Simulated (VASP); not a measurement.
# B16HN15 (a cell with a defect) in VASP: further runs

B16HN15 (a cell with a defect) is run at these levels: PBE; tasks: single point.

All numbers are computed with VASP 6.6.1; they aren't measurements. Logs are shortened: lines on timing, memory, paths and dates and some standing lists are left out, and cuts for length are marked.

## 1. The cell of the first run

The cell holds a defect, 32 atoms: a = 6.277 Å, b = 6.277 Å, c = 6.277 Å, α = 109.47°, β = 109.47°, γ = 109.47°.

## 2. Single point, PBE

Contents of INCAR:

```
PREC = Accurate
ENCUT = 520
EDIFF = 1E-6
ISMEAR = -1
SIGMA = 0.01
LREAL = Auto
LASPH = True
NELM = 120
ALGO = Normal
ISIF = 2
LWAVE = False
LCHARG = False
GGA = PE
NBANDS = 84
GGA_COMPAT = False
```

Contents of KPOINTS:

```
Automatic mesh
0
Gamma
  1 1 1
```

Contents of POSCAR:

```
B16HN15
1.0
   -3.6241103844      3.6241103844     -3.6241103844
    3.6241103844      3.6241103844      3.6241103844
    3.6241103844     -3.6241103844     -3.6241103844
B N H
16 15 1
Direct
   -0.0067092871     -0.0106016801     -0.0072235157
    0.0081235873      0.2491536629      0.7512373064
   -0.0026401072      0.5011256463      0.5049488493
    0.0059328976      0.7531341127      0.2548544357
    0.2534662821     -0.0028655958      0.7448381094
    0.2254324104      0.2491718908      0.4809782579
    0.2530625293      0.5088969584      0.2525157551
    0.2553820215      0.7531370085      0.0054152191
    0.5401020775      0.0350626795      0.5395935095
    0.4814037017      0.2491358488      0.2248779103
    0.5054800756      0.5011574823     -0.0031328447
    0.5019605716      0.7451964469      0.7508908313
    0.7453761421     -0.0028522270      0.2529510922
    0.7517737083      0.2491707704      0.0076504611
    0.7541752166      0.4632476510      0.7536879604
    0.7514002879      0.7451793657      0.5014247779
   -0.0084222523     -0.0041932958      0.2446750213
    0.0027375018      0.2491542026      0.0022293669
    0.0110802877      0.4998956973      0.7580257973
    0.0021112995      0.7491369552      0.5015821762
    0.2451638682     -0.0042136431     -0.0090332363
    0.2604435612      0.2491427307      0.7423057398
    0.2449187861      0.5025027053      0.4980121322
    0.2616289703      0.7687491569      0.2610952386
    0.5077952876     -0.0015898220      0.7598325936
    0.4985405024      0.5025275370      0.2443530843
    0.5021241304      0.7491542511      0.0015895267
    0.7603360805     -0.0016135888      0.5072633371
    0.7428459986      0.2491333211      0.2599249328
    0.7585635018      0.4999238871      0.0105847642
    0.7420319021      0.7295710122      0.7415137953
    0.3935191156      0.2491589430      0.3927807707
```

Potentials or basis: VASP PAW PBE potentials, release 64 (B, N, H).

On the command line:

```
> cat potpaw_PBE.64/B/POTCAR potpaw_PBE.64/N/POTCAR potpaw_PBE.64/H/POTCAR > POTCAR
> mpirun -np 1 vasp_gam > vasp.out
```

OUTCAR:

```text
PREC = Accurate
   ENCUT = 520
   EDIFF = 1E-6
   ISMEAR = -1
   LREAL = Auto
   LASPH = True
   NELM = 120
   ISIF = 2
   GGA = PE

 ion  position               nearest neighbor table
   1  0.993  0.989  0.993-  17 1.57  21 1.57  18 1.59  31 1.60
   2  0.008  0.249  0.751-  19 1.55  28 1.55  18 1.59  22 1.60
   3  0.997  0.501  0.505-  20 1.55  19 1.56  23 1.57  29 1.57
   4  0.006  0.753  0.255-  30 1.56  24 1.56  20 1.57  17 1.58
   5  0.253  0.997  0.745-  20 1.55  25 1.56  21 1.57  22 1.57
   6  0.225  0.249  0.481-  32 1.35  23 1.52  17 1.52  22 1.58
   7  0.253  0.509  0.253-  26 1.57  23 1.57  18 1.59  24 1.60
   8  0.255  0.753  0.005-  19 1.56  24 1.56  27 1.57  21 1.58
   9  0.540  0.035  0.540-  25 1.54  28 1.54  24 1.72
  10  0.481  0.249  0.225-  32 1.34  21 1.52  26 1.52  29 1.58
  11  0.505  0.501  0.997-  27 1.55  30 1.56  26 1.57  22 1.57
  12  0.502  0.745  0.751-  25 1.56  31 1.56  27 1.57  23 1.58
  13  0.745  0.997  0.253-  27 1.55  28 1.56  17 1.57  29 1.57
  14  0.752  0.249  0.008-  30 1.55  25 1.55  18 1.59  29 1.60
  15  0.754  0.463  0.754-  30 1.54  19 1.54  31 1.72
  16  0.751  0.745  0.501-  28 1.56  31 1.56  20 1.57  26 1.58
  17  0.992  0.996  0.245-   6 1.52  13 1.57   1 1.57   4 1.58
  18  0.003  0.249  0.002-  14 1.59   2 1.59   7 1.59   1 1.59
  19  0.011  0.500  0.758-  15 1.54   2 1.55   8 1.56   3 1.56
  20  0.002  0.749  0.502-   5 1.55   3 1.55   4 1.57  16 1.57
  21  0.245  0.996  0.991-  10 1.52   5 1.57   1 1.57   8 1.58
[... 8 lines left out ...]
  30  0.759  0.500  0.011-  15 1.54  14 1.55   4 1.56  11 1.56
  31  0.742  0.730  0.742-  12 1.56  16 1.56   1 1.60  15 1.72
  32  0.394  0.249  0.393-  10 1.34   6 1.35

  LATTYP: Found a body centered cubic cell.
 ALAT       =     7.2482207688

  Lattice vectors:

 A1 = (  -3.6241103844,   3.6241103844,  -3.6241103844)
 A2 = (   3.6241103844,   3.6241103844,   3.6241103844)
 A3 = (   3.6241103844,  -3.6241103844,  -3.6241103844)

Analysis of symmetry for initial positions (statically):
=====================================================================
 Subroutine PRICEL returns:
 Original cell was already a primitive cell.

 Routine SETGRP: Setting up the symmetry group for a
 body centered cubic supercell.

 Subroutine GETGRP returns: Found  1 space group operations
 (whereof  1 operations were pure point group operations)
 out of a pool of 48 trial point group operations.

The static configuration has the point symmetry C_1 .

[... 151 lines left out ...]
   NSW    =      0    number of steps for IOM
   IBRION =     -1    ionic relax: 0-MD 1-quasi-New 2-CG
   NFREE  =      0    steps in history (QN), initial steepest desc. (CG)
   ISIF   =      2    stress and relaxation
   ISYM   =      2    0-nonsym 1-usesym 2-fastsym
   POTIM  = 0.5000    time-step for ionic-motion
   TEBEG  =    0.0;   TEEND  =   0.0 temperature during run
   PSTRESS=    0.0 pullay stress
   NELECT =     124.0000    total number of electrons
   NUPDOWN=      -1.0000    fix difference up-down
   EMIN   =  10.00;   EMAX   =-10.00  energy-range for DOS
   EFERMI =   0.00;   METHOD = LEGACY
   ISMEAR =    -1;   SIGMA  =   0.01  broadening in eV -4-tet -1-fermi 0-gaus
   EFERMI_NEDOS =   21; number of points for ismear=-14 and -15
   IALGO  =     38    algorithm
   IMIX   =      4    mixing-type and parameters
     AMIX     =   0.40;   BMIX     =  1.00
     AMIX_MAG =   1.60;   BMIX_MAG =  1.00
  volume/ion in A,a.u.               =       5.95        40.15
  Fermi-wavevector in a.u.,A,eV,Ry     =   1.419038  2.681593 27.397622  2.013668
  Thomas-Fermi vector in A             =   2.540100
   LORBIT       =      0    0 simple, 1 ext, 2 COOP (PROOUT), +10 PAW based schemes
   GGA     = PE    functional components
   LHFCALC =     F    Hartree Fock is set to
   AEXX    =    0.0000 exact exchange contribution
   IVDW    =     0    specifies the selected vdW correction
   LEPSILON=     F    determine dielectric tensor
   LRPA    =     F    only Hartree local field effects (RPA)
 non-spin polarized calculation
  energy-cutoff  :      520.00
  volume of cell :      190.40
 maximum number of plane-waves:      2545
 NGX is ok and might be reduce to    48
   NGX = 23   NGY = 23   NGZ = 23

 number of electron     124.0000009 magnetization

 Free energy of the ion-electron system (eV)
  ---------------------------------------------------
  ext. energy  EPLUGINS =         0.00000000
  ---------------------------------------------------
  free energy    TOTEN  =      -264.26134619 eV

  energy without entropy =     -264.26134619  energy(sigma->0) =     -264.26134619

 E-fermi :   9.4713     XC(G=0): -12.6555

 val. band max:        9.1720515569   @ k =   0.0000   0.0000   0.0000
 cond. band min:      11.1717777969   @ k =   0.0000   0.0000   0.0000
 fundamental gap:      1.9997262401
 Fermi energy:         9.4712854106

 k-point     1 :       0.0000    0.0000    0.0000
  band No.  band energies     occupation
      1     -13.0184      2.00000
      2      -9.7813      2.00000
      3      -9.6956      2.00000
      4      -9.6798      2.00000
      5      -9.6014      2.00000
      6      -9.5794      2.00000
[... 66 lines left out ...]
     73      16.1615      0.00000
     74      16.2421      0.00000
 [bands above 74 left out]

------------------------ aborting loop because EDIFF is reached ----------------------------------------

  FORCE on cell =-STRESS in cart. coord.  units (eV):
  Direction    XX          YY          ZZ          XY          YZ          ZX
  --------------------------------------------------------------------------------------
  -------------------------------------------------------------------------------------
  Total       -3.9507917     -3.9537148     19.9021882     -4.1402915      0.0255990     -0.0230229
  in kB      -33.2453165    -33.2699143    167.4739136    -34.8399292      0.2154118     -0.1937340
  external PRESSURE =      33.6528943 kB  Pullay stress =       0.0000000 kB

 VOLUME and BASIS-vectors are now :
 -----------------------------------------------------------------------------
  energy-cutoff  :      520.00
  volume of cell :      190.40
      direct lattice vectors                 reciprocal lattice vectors
    -3.624110384  3.624110384 -3.624110384     0.000000000  0.137964893 -0.137964893
     3.624110384  3.624110384  3.624110384     0.137964893  0.137964893  0.000000000
     3.624110384 -3.624110384 -3.624110384     0.137964893  0.000000000 -0.137964893

 POSITION                                       TOTAL-FORCE (eV/Angst)
 -----------------------------------------------------------------------------------
      3.58383      3.58755     -3.61204        -0.006861     -0.001871      0.034527
      3.59609     -1.79017     -1.84905        -0.023754      0.021931     -0.078679
      0.03158      3.60069     -3.62840         0.030045     -0.085740      0.134539
      3.63156      1.82732      1.78432        -0.043553      0.046555     -0.076065
      5.39451      1.83294     -0.00424        -0.028526      0.086637      0.133546
      1.82915     -0.02310     -1.65708        -0.196130      0.194023     -0.057779
[... 24 lines left out ...]
      2.64217      2.64592     -2.73249        -0.222226     -0.223014      0.143860
      0.90030      0.90566     -1.94666         0.000840     -0.001436      0.154776
 -----------------------------------------------------------------------------------
    total drift:                                0.000851      0.002691      0.008495

  FREE ENERGIE OF THE ION-ELECTRON SYSTEM (eV)
  ---------------------------------------------------
  free  energy   TOTEN  =      -264.2613461875 eV

  energy  without entropy=     -264.2613461875  energy(sigma->0) =     -264.26134619
```

Run time: 19 s. Hardware: 1 thread of Intel Xeon 6975P-C (Granite Rapids), shared host; peak memory 0.31 GiB.

What came out:

```
Free energy            : -264.2613 eV
Pressure               : 3.4 GPa
Largest force          : 0.501 eV/Å
Band gap on the k mesh : 2.00 eV
```

Forces in eV/Å, atoms in the order of the input:
```
B   -0.007 -0.002  0.035
B   -0.024  0.022 -0.079
B    0.030 -0.086  0.135
B   -0.044  0.047 -0.076
B   -0.029  0.087  0.134
B   -0.196  0.194 -0.058
B    0.006  0.005  0.035
B    0.047 -0.041 -0.072
B   -0.273 -0.277  0.114
B    0.197 -0.193 -0.057
B   -0.087  0.031  0.135
B   -0.048  0.042 -0.076
B    0.088 -0.028  0.133
B    0.020 -0.023 -0.075
B    0.275  0.275  0.114
B    0.041 -0.049 -0.077
N    0.025  0.136  0.033
N   -0.001  0.001  0.055
N   -0.174 -0.400 -0.237
N   -0.001  0.000  0.071
N    0.133  0.021  0.033
N   -0.225  0.227 -0.043
N   -0.135 -0.024  0.032
N    0.223  0.221  0.142
N    0.171  0.402 -0.238
N   -0.026 -0.134  0.034
N    0.000 -0.001  0.071
N    0.405  0.176 -0.237
N    0.230 -0.228 -0.042
N   -0.400 -0.176 -0.238
N   -0.222 -0.223  0.144
H    0.001 -0.001  0.155
```

Caveat: the k points lie up to 1.23 Å⁻¹ apart.

## 3. Single point, PBE

Contents of INCAR:

```
PREC     = Accurate       # precision mode
ENCUT    = 520            # plane-wave cutoff, eV
EDIFF    = 1E-6           # SCF threshold, eV
ISMEAR   = -1             # smearing method
SIGMA    = 0.01           # smearing width, eV
LREAL    = Auto         
LASPH    = True           # aspherical terms in the spheres
NELM     = 120            # most SCF steps
ALGO     = Normal         # electronic algorithm
ISIF     = 2              # what is computed and relaxed
LWAVE    = False          # write WAVECAR
LCHARG   = True           # write CHGCAR
GGA      = PE             # functional
LELF     = True           # ELF
LVHAR    = True         
NBANDS   = 84             # bands
GGA_COMPAT= False
```

Contents of KPOINTS:

```
Automatic mesh
0
Gamma
  1 1 1
  0.25 0.25 0.25
```

POSCAR, as its differences from that of step 2:

```diff
@@ -2,5 +2,5 @@
 1.0
-   -3.6241103844      3.6241103844     -3.6241103844
-    3.6241103844      3.6241103844      3.6241103844
-    3.6241103844     -3.6241103844     -3.6241103844
+   -3.6241103800      3.6241103800     -3.6241103800
+    3.6241103800      3.6241103800      3.6241103800
+    3.6241103800     -3.6241103800     -3.6241103800
 B N H
```

Potentials or basis: VASP PAW PBE potentials, release 64 (B, N, H).

On the command line:

```
> cat potpaw_PBE.64/B/POTCAR potpaw_PBE.64/N/POTCAR potpaw_PBE.64/H/POTCAR > POTCAR
> mpirun -np 1 vasp_std > vasp.out
```

Run time: 26 s. Hardware: 1 thread of Intel Xeon 6975P-C (Granite Rapids), shared host; peak memory 0.33 GiB.

The run converged. Its results:

```
Free energy            : -265.6774 eV
Pressure               : 2.0 GPa
Largest force          : 0.034 eV/Å
Band gap on the k mesh : 2.18 eV
```

Forces in eV/Å, atoms in the order of the input:
```
B   -0.008 -0.003  0.004
B   -0.001 -0.001 -0.009
B   -0.002 -0.002  0.003
B   -0.002 -0.001  0.000
B    0.003  0.004  0.002
B   -0.008  0.006 -0.009
B    0.008  0.006  0.005
B   -0.002  0.001  0.004
B    0.022  0.019  0.018
B    0.006 -0.002 -0.007
B   -0.004 -0.001  0.004
B   -0.001  0.000  0.000
B    0.004  0.003  0.002
B   -0.002 -0.001 -0.006
B   -0.021 -0.020  0.018
B   -0.001 -0.001  0.000
N   -0.007 -0.003  0.001
N   -0.002  0.001 -0.004
N    0.002  0.014  0.001
N   -0.001  0.000  0.002
N   -0.005 -0.012  0.001
N   -0.001  0.004 -0.008
N    0.004  0.008  0.000
N    0.005  0.002 -0.005
N   -0.005 -0.012  0.000
N    0.007  0.004  0.002
N    0.000 -0.001  0.002
N   -0.009 -0.001  0.001
N    0.006 -0.003 -0.006
N    0.013  0.000  0.000
N   -0.003 -0.004 -0.004
H    0.002 -0.002 -0.012
```

Stress tensor (GPa, compression positive):
```
-4.89 -3.13 -0.02
-3.13 -4.89  0.02
-0.02  0.02 15.92
```

Levels at points of the mesh, in eV from the valence-band top:
| k point | band 59 | band 60 | band 61 | band 62 | band 63 | band 64 | band 65 | band 66 |
| --- | --- | --- | --- | --- | --- | --- | --- | --- |
| (0.25, 0.25, 0.25) | -3.07 | -2.91 | -2.85 | 0.00 | 2.18 | 3.85 | 4.82 | 5.27 |

Caveat: the k points lie up to 1.23 Å⁻¹ apart.
